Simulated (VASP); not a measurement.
InGa2O:

```xyz
4
Lattice="3.5758 0.0000 0.0000 0.0000 3.5758 0.0000 0.0000 0.0000 6.3640" Properties=species:S:1:pos:R:3 pbc="T T T"
In    1.7879    1.7879    3.1820
Ga    0.0000    1.7879    1.0777
Ga    1.7879    0.0000    5.2863
O     0.0000    0.0000    0.0000
```

```yaml
Program: VASP 6.6.1
Task: relaxation of cell and atoms
Functional: PBE
Potentials_or_basis: VASP PAW PBE potentials, release 64 (In_d, Ga_d, O)
Cutoff: 600 eV
k_mesh: 6 × 6 × 4
Occupations: gaussian, width 0.1 eV
Spin: no spin polarisation
```

At the start: pressure -0.0 GPa; volume 20.34 Å³/atom.

Task: How do energy, volume and symmetry change on relaxing?

Result: Over 5 steps the energy falls by 12.2 meV/atom and the volume is 20.04 Å³/atom (-1.5 %); space group P-4m2 (No. 115, to 0.05 Å).

Step by step:
```csv
step,energy change (eV),largest force (eV/Å),pressure (GPa),volume (Å³)
1,0.0000,0.0907,-0.01,81.37
2,-0.0210,0.0402,-0.08,81.35
3,-0.0357,0.2603,-0.23,81.25
4,-0.0438,0.1635,-0.12,80.79
5,-0.0488,0.0351,-0.01,80.18
```

Final structure:
```
CELL_PARAMETERS angstrom
3.46090 0.00000 0.00000
0.00000 3.46090 0.00000
0.00000 0.00000 6.69388
ATOMIC_POSITIONS crystal
In 0.50000 0.50000 0.50000
Ga 0.00000 0.50000 0.17280
Ga 0.50000 0.00000 0.82720
O 0.00000 0.00000 0.00000
```

Caveat: an odd number of electrons without spin polarisation forces a metal; a magnetic or distorted state may lie lower.
